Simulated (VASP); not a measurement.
Crystal: Ge.

```xyz
2
Lattice="0.0000 2.8288 2.8288 2.8288 0.0000 2.8288 2.8288 2.8288 0.0000" Properties=species:S:1:pos:R:3 pbc="T T T"
Ge    2.8288    2.8288    2.8288
Ge    4.2432    4.2432    4.2432
```

```yaml
Program: VASP 6.6.1
Task: relaxation of cell and atoms
Functional: PBE
Potentials_or_basis: VASP PAW PBE potentials, release 64 (Ge_d)
Cutoff: 600 eV
k_mesh: 14 × 14 × 14
Occupations: gaussian, width 0.1 eV
Spin: no spin polarisation
```

At the start: pressure 3.6 GPa; volume 22.64 Å³/atom.

Question: How do energy, volume and symmetry change on relaxing?

Answer: Over 5 steps the energy falls by 13.6 meV/atom and the volume is 23.85 Å³/atom (+5.3 %); space group Fd-3m (No. 227, to 0.1 Å) before and after.

Step by step:
| step | energy change (eV) | largest force (eV/Å) | pressure (GPa) | volume (Å³) |
| --- | --- | --- | --- | --- |
| 1 | 0.0000 | 0.0000 | 3.59 | 45.27 |
| 2 | -0.0243 | 0.0000 | -1.15 | 48.68 |
| 3 | -0.0272 | 0.0000 | -0.27 | 47.79 |
| 4 | -0.0271 | 0.0000 | 0.24 | 47.60 |
| 5 | -0.0272 | 0.0000 | 0.02 | 47.69 |

Final structure:
```
CELL_PARAMETERS angstrom
0.00000 2.87828 2.87828
2.87828 0.00000 2.87828
2.87828 2.87828 0.00000
ATOMIC_POSITIONS crystal
Ge 0.50000 0.50000 0.50000
Ge 0.75000 0.75000 0.75000
```
